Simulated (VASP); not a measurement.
# Tl3S (I4/mmm) in VASP: further runs

Tl3S is run at these levels: PBE, PBE+D3(BJ); tasks: single point, relaxation of cell and atoms.

Everything below comes from runs of VASP 6.6.1. Logs are shortened: lines on timing, memory, paths and dates and some standing lists are left out, and cuts for length are marked.

## 1. The cell of the first run

The structure is tetragonal, space group I4/mmm (No. 139). Conventional cell: a = 4.704 Å, b = 4.704 Å, c = 10.295 Å, α = 90.00°, β = 90.00°, γ = 90.00°. Tl (site symmetry 4/mmm) has 4 S at 3.33 Å and 8 Tl at 3.49 Å within 4.4 Å. Within 4.4 Å of Tl (site symmetry -4m2) lie 8 Tl at 3.33 to 3.49 Å and 4 S at 3.49 Å. Within 4.4 Å of S (site symmetry 4/mmm) lie 12 Tl at 3.33 to 3.49 Å.

## 2. Single point, PBE

File INCAR:

```
SYSTEM = Tl3S
  PREC = Accurate
  ENCUT = 520
  EDIFF = 1E-7
  ISMEAR = -1
  SIGMA = 0.05
  LREAL = .FALSE.
  LASPH = .TRUE.
  NELM = 60
  ALGO = Fast
  ISIF = 2
  LWAVE = .FALSE.
  LCHARG = .FALSE.
  GGA = PE
  NBANDS = 30
```

File KPOINTS:

```
Automatic mesh
0
G
  8 8 8
  0 0 0
```

File POSCAR:

```
Tl3S
1.0
   -2.3521033703      2.3521033703      5.1476272164
    2.3521033703     -2.3521033703      5.1476272164
    2.3521033703      2.3521033703     -5.1476272164
Tl S
3 1
Direct
    0.5000000000      0.5000000000      0.0000000000
    0.2500000000      0.7500000000      0.5000000000
    0.7500000000      0.2500000000      0.5000000000
    0.0000000000      0.0000000000      0.0000000000
```

Potentials or basis: VASP PAW PBE potentials, release 64 (Tl_d, S).

Run with:

```console
> cat potpaw_PBE.64/Tl_d/POTCAR potpaw_PBE.64/S/POTCAR > POTCAR
> mpirun -np 1 vasp_std > vasp.out
```

OUTCAR:

```text
SYSTEM = Tl3S
   PREC = Accurate
   ENCUT = 520
   EDIFF = 1E-7
   ISMEAR = -1
   LREAL = .FALSE.
   LASPH = .TRUE.
   NELM = 60
   ISIF = 2
   GGA = PE

 ion  position               nearest neighbor table
   1  0.500  0.500  0.000-   4 3.33   4 3.33   4 3.33   4 3.33   3 3.49   2 3.49   3 3.49   3 3.49
                             2 3.49   2 3.49   3 3.49   2 3.49
   2  0.250  0.750  0.500-   3 3.33   3 3.33   3 3.33   3 3.33   1 3.49   1 3.49   1 3.49   1 3.49

   3  0.750  0.250  0.500-   2 3.33   2 3.33   2 3.33   2 3.33   1 3.49   1 3.49   1 3.49   1 3.49

   4  0.000  0.000  0.000-   1 3.33   1 3.33   1 3.33   1 3.33

  LATTYP: Found a body centered tetragonal cell.
 ALAT       =     4.7042067406
 C/A-ratio  =     2.1885208284

  Lattice vectors:

 A1 = (  -2.3521033703,   2.3521033703,   5.1476272164)
 A2 = (   2.3521033703,  -2.3521033703,   5.1476272164)
 A3 = (   2.3521033703,   2.3521033703,  -5.1476272164)

Analysis of symmetry for initial positions (statically):
=====================================================================
 Subroutine PRICEL returns:
 Original cell was already a primitive cell.

 Routine SETGRP: Setting up the symmetry group for a
 body centered tetragonal supercell.

 Subroutine GETGRP returns: Found 16 space group operations
 (whereof 16 operations were pure point group operations)
 out of a pool of 16 trial point group operations.

The static configuration has the point symmetry D_4h.

Analysis of symmetry for dynamics (positions and initial velocities):
=====================================================================
 Subroutine PRICEL returns:
 Original cell was already a primitive cell.

 Routine SETGRP: Setting up the symmetry group for a
 body centered tetragonal supercell.

 Subroutine GETGRP returns: Found 16 space group operations
 (whereof 16 operations were pure point group operations)
 out of a pool of 16 trial point group operations.

The dynamic configuration has the point symmetry D_4h.

 Subroutine INISYM returns: Found 16 space group operations
 (whereof 16 operations are pure point group operations),
 and found     1 'primitive' translations

----------------------------------------------------------------------------------------

                                     Primitive cell

  volume of cell :     113.9147

  direct lattice vectors                    reciprocal lattice vectors
    -2.352103370  2.352103370  5.147627216     0.000000000  0.212575691  0.097132131
     2.352103370 -2.352103370  5.147627216     0.212575691  0.000000000  0.097132131
     2.352103370  2.352103370 -5.147627216     0.212575691  0.212575691  0.000000000

  length of vectors
     6.128853603  6.128853603  6.128853603     0.233715800  0.233715800  0.300627426

  position of ions in fractional coordinates (direct lattice)
     0.500000000  0.500000000  0.000000000
     0.250000000  0.750000000  0.500000000
     0.750000000  0.250000000  0.500000000
     0.000000000  0.000000000  0.000000000

  ion indices of the primitive-cell ions
   primitive index   ion index
                 1           1
                 2           2
                 3           3
                 4           4

----------------------------------------------------------------------------------------

 KPOINTS: Automatic mesh

Automatic generation of k-mesh.
 Grid dimensions read from file:
 generate k-points for:    8    8    8

 Generating k-lattice:

  Cartesian coordinates                     Fractional coordinates (reciprocal lattice)
     0.000000000  0.026571961  0.012141516     0.125000000 -0.000000000  0.000000000
     0.026571961  0.000000000  0.012141516    -0.000000000  0.125000000  0.000000000
     0.026571961  0.026571961  0.000000000     0.000000000  0.000000000  0.125000000

  Length of vectors
     0.029214475  0.029214475  0.037578428

  Shift w.r.t. Gamma in fractional coordinates (k-lattice)
     0.000000000  0.000000000  0.000000000

 Subroutine IBZKPT returns following result:
 ===========================================

 Found     59 irreducible k-points:

 Following reciprocal coordinates:
            Coordinates               Weight
  0.000000  0.000000  0.000000      1.000000
  0.125000  0.000000 -0.000000      8.000000
  0.250000  0.000000 -0.000000      8.000000
  0.375000  0.000000 -0.000000      8.000000
  0.500000  0.000000 -0.000000      4.000000
  0.125000  0.125000 -0.000000      8.000000
[... 16 lines left out ...]
  0.250000  0.125000  0.125000     16.000000
  0.375000  0.125000  0.125000      8.000000
 [... further k-points ...]
   k-points           NKPTS =     59   k-points in BZ     NKDIM =     59   number of bands    NBANDS=     30
   number of dos      NEDOS =    301   number of ions     NIONS =      4
   total plane-waves  NPLWV = 110592
   dimension x,y,z NGX =    48 NGY =   48 NGZ =   48
   dimension x,y,z NGXF=    96 NGYF=   96 NGZF=   96
   ions per type =               3   1
   NGX,Y,Z   is equivalent  to a cutoff of  13.02, 13.02, 13.02 a.u.
   NGXF,Y,Z  is equivalent  to a cutoff of  26.04, 26.04, 26.04 a.u.
 SYSTEM =  Tl3S
   PREC   = accura    normal or accurate (medium, high low for compatibility)
   ISTART =      0    job   : 0-new  1-cont  2-samecut
   ICHARG =      2    charge: 1-file 2-atom 10-const
   ISPIN  =      1    spin polarized calculation?
   LNONCOLLINEAR =      F non collinear calculations
   LSORBIT =      F    spin-orbit coupling
   LASPH  =      T    aspherical Exc in radial PAW
   ENCUT  =  520.0 eV  38.22 Ry    6.18 a.u.  11.40 11.40 11.40*2*pi/ulx,y,z
   NELM   =     60;   NELMIN=  2; NELMDL= -5     # of ELM steps
   EDIFF  = 0.1E-06   stopping-criterion for ELM
   LREAL  =      F    real-space projection
   EDIFFG = 0.1E-05   stopping-criterion for IOM
   NSW    =      0    number of steps for IOM
   IBRION =     -1    ionic relax: 0-MD 1-quasi-New 2-CG
   NFREE  =      0    steps in history (QN), initial steepest desc. (CG)
   ISIF   =      2    stress and relaxation
   ISYM   =      2    0-nonsym 1-usesym 2-fastsym
   POTIM  = 0.5000    time-step for ionic-motion
   TEBEG  =    0.0;   TEEND  =   0.0 temperature during run
   PSTRESS=    0.0 pullay stress
   NELECT =      45.0000    total number of electrons
   NUPDOWN=      -1.0000    fix difference up-down
   EMIN   =  10.00;   EMAX   =-10.00  energy-range for DOS
   EFERMI =   0.00;   METHOD = LEGACY
   ISMEAR =    -1;   SIGMA  =   0.05  broadening in eV -4-tet -1-fermi 0-gaus
   EFERMI_NEDOS =   21; number of points for ismear=-14 and -15
   IALGO  =     68    algorithm
   IMIX   =      4    mixing-type and parameters
     AMIX     =   0.40;   BMIX     =  1.00
     AMIX_MAG =   1.60;   BMIX_MAG =  1.00
  volume/ion in A,a.u.               =      28.48       192.18
  Fermi-wavevector in a.u.,A,eV,Ry     =   1.201210  2.269958 19.631930  1.442906
  Thomas-Fermi vector in A             =   2.337025
   LORBIT       =      0    0 simple, 1 ext, 2 COOP (PROOUT), +10 PAW based schemes
   GGA     = PE    functional components
   LHFCALC =     F    Hartree Fock is set to
   AEXX    =    0.0000 exact exchange contribution
   IVDW    =     0    specifies the selected vdW correction
   LEPSILON=     F    determine dielectric tensor
   LRPA    =     F    only Hartree local field effects (RPA)
 non-spin polarized calculation
 RMM-DIIS sequential band-by-band and
  energy-cutoff  :      520.00
  volume of cell :      113.91
 maximum number of plane-waves:      3091
 NGX is ok and might be reduce to    48
   NGX = 23   NGY = 23   NGZ = 23

 number of electron      44.9999998 magnetization

 Free energy of the ion-electron system (eV)
  ---------------------------------------------------
  ext. energy  EPLUGINS =         0.00000000
  ---------------------------------------------------
  free energy    TOTEN  =       -11.21989085 eV

  energy without entropy =      -11.21022352  energy(sigma->0) =      -11.21505718

 E-fermi :   5.3681     XC(G=0):  -9.7342

 val. band max:        5.3667624367   @ k =  -0.1250   0.1250   0.1250
 cond. band min:       5.4025288273   @ k =   0.1250   0.0000  -0.0000
 fundamental gap:      0.0357663906
 Fermi energy:         5.3681240222

 k-point     1 :       0.0000    0.0000    0.0000
  band No.  band energies     occupation
      1      -6.6104      2.00000
      2      -6.5848      2.00000
      3      -6.3823      2.00000
      4      -6.2827      2.00000
      5      -6.1866      2.00000
      6      -6.1866      2.00000
[... 22 lines left out ...]
     29      12.0664      0.00000
     30      13.0924      0.00000

 k-point     2 :       0.1250    0.0000   -0.0000
  band No.  band energies     occupation
      1      -6.5836      2.00000
      2      -6.5542      2.00000
      3      -6.3580      2.00000
      4      -6.2620      2.00000
      5      -6.1984      2.00000
      6      -6.1784      2.00000
[... 22 lines left out ...]
     29      11.8940      0.00000
     30      13.0137      0.00000

 k-point     3 :       0.2500    0.0000   -0.0000
  band No.  band energies     occupation
      1      -6.5268      2.00000
      2      -6.4654      2.00000
      3      -6.2902      2.00000
      4      -6.2230      2.00000
      5      -6.2194      2.00000
      6      -6.1232      2.00000
[... 22 lines left out ...]
     29      11.5104      0.00000
     30      12.0657      0.00000

 k-point     4 :       0.3750    0.0000   -0.0000
  band No.  band energies     occupation
      1      -6.4596      2.00000
      2      -6.3300      2.00000
      3      -6.2329      2.00000
      4      -6.2166      2.00000
      5      -6.1737      2.00000
      6      -6.1414      2.00000
[... 22 lines left out ...]
     29      10.6707      0.00000
     30      10.7514      0.00000

 k-point     5 :       0.5000    0.0000   -0.0000
  band No.  band energies     occupation
      1      -6.4083      2.00000
      2      -6.2552      2.00000
      3      -6.2521      2.00000
      4      -6.1519      2.00000
      5      -6.1447      2.00000
      6      -6.1080      2.00000
[... 22 lines left out ...]
     29       9.8358      0.00000
     30       9.9092      0.00000
[... 526 lines left out ...]
     29      13.8033      0.00000
     30      14.2727      0.00000

 k-point    22 :       0.1250    0.1250    0.1250
  band No.  band energies     occupation
      1      -6.5636      2.00000
      2      -6.4485      2.00000
      3      -6.2389      2.00000
      4      -6.1650      2.00000
      5      -6.1443      2.00000
      6      -6.1424      2.00000
[... 22 lines left out ...]
     29      11.8475      0.00000
     30      11.8795      0.00000

 k-point    23 :       0.2500    0.1250    0.1250
  band No.  band energies     occupation
      1      -6.5763      2.00000
      2      -6.4011      2.00000
      3      -6.2369      2.00000
      4      -6.2007      2.00000
      5      -6.1746      2.00000
      6      -6.1309      2.00000
[... 22 lines left out ...]
     29      11.6919      0.00000
     30      11.8799      0.00000

 k-point    24 :       0.3750    0.1250    0.1250
  band No.  band energies     occupation
      1      -6.5760      2.00000
      2      -6.3160      2.00000
      3      -6.3139      2.00000
      4      -6.2684      2.00000
      5      -6.1360      2.00000
      6      -6.1198      2.00000
[... 22 lines left out ...]
     29      11.7252      0.00000
     30      12.4243      0.00000

 [... further k-points ...]

------------------------ aborting loop because EDIFF is reached ----------------------------------------

  FORCE on cell =-STRESS in cart. coord.  units (eV):
  Direction    XX          YY          ZZ          XY          YZ          ZX
  --------------------------------------------------------------------------------------
  -------------------------------------------------------------------------------------
  Total       -0.0345363     -0.0345363     -0.0235751      0.0000000     -0.0000000      0.0000000
  in kB       -0.4857426     -0.4857426     -0.3315769      0.0000000     -0.0000000      0.0000000
  external PRESSURE =      -0.4343540 kB  Pullay stress =       0.0000000 kB

 VOLUME and BASIS-vectors are now :
 -----------------------------------------------------------------------------
  energy-cutoff  :      520.00
  volume of cell :      113.91
      direct lattice vectors                 reciprocal lattice vectors
    -2.352103370  2.352103370  5.147627216     0.000000000  0.212575691  0.097132131
     2.352103370 -2.352103370  5.147627216     0.212575691  0.000000000  0.097132131
     2.352103370  2.352103370 -5.147627216     0.212575691  0.212575691  0.000000000

 POSITION                                       TOTAL-FORCE (eV/Angst)
 -----------------------------------------------------------------------------------
      0.00000      0.00000      5.14763         0.000000     -0.000000      0.000000
      2.35210      0.00000      2.57381         0.000000     -0.000000     -0.000000
      0.00000      2.35210      2.57381        -0.000000      0.000000      0.000000
      0.00000      0.00000      0.00000         0.000000     -0.000000      0.000000
 -----------------------------------------------------------------------------------
    total drift:                                0.000000     -0.000000      0.000000

  FREE ENERGIE OF THE ION-ELECTRON SYSTEM (eV)
  ---------------------------------------------------
  free  energy   TOTEN  =       -11.2198908475 eV

  energy  without entropy=      -11.2102235176  energy(sigma->0) =      -11.21505718
```

It took 4.1 min on 1 thread of Oxide Virtual Turin-like, shared host; peak memory 0.38 GiB.

What came out:

- Free energy: -11.2199 eV
- Pressure: 0.0 GPa
- Band gap on the k mesh: zero (an odd number of electrons rules out a gap without spin polarisation)

Levels at points of the mesh, in eV from the Fermi level:
```tsv
k point	band 18	band 19	band 20	band 21	band 22	band 23	band 24	band 25	band 26	band 27
(0.00, 0.00, 0.00)	-3.84	-2.98	-2.96	-1.86	-1.86	0.46	0.46	0.70	2.68	3.96
(0.50, 0.00, 0.00)	-6.27	-4.72	-1.49	-1.41	-0.56	-0.21	1.46	2.62	3.38	3.85
(0.50, 0.50, 0.00)	-5.69	-5.28	-3.43	-3.21	-1.43	-0.28	-0.22	2.22	3.04	5.14
(0.50, 0.50, 0.50)	-5.67	-3.10	-2.48	-2.48	-0.66	1.31	1.31	3.39	4.38	4.66
```

Caveat: spin-orbit coupling is left out, which moves the levels of the heavy elements.

[end of part 1 of 2]

The gap in the log of VASP goes by the Fermi energy; the results here count the filled bands.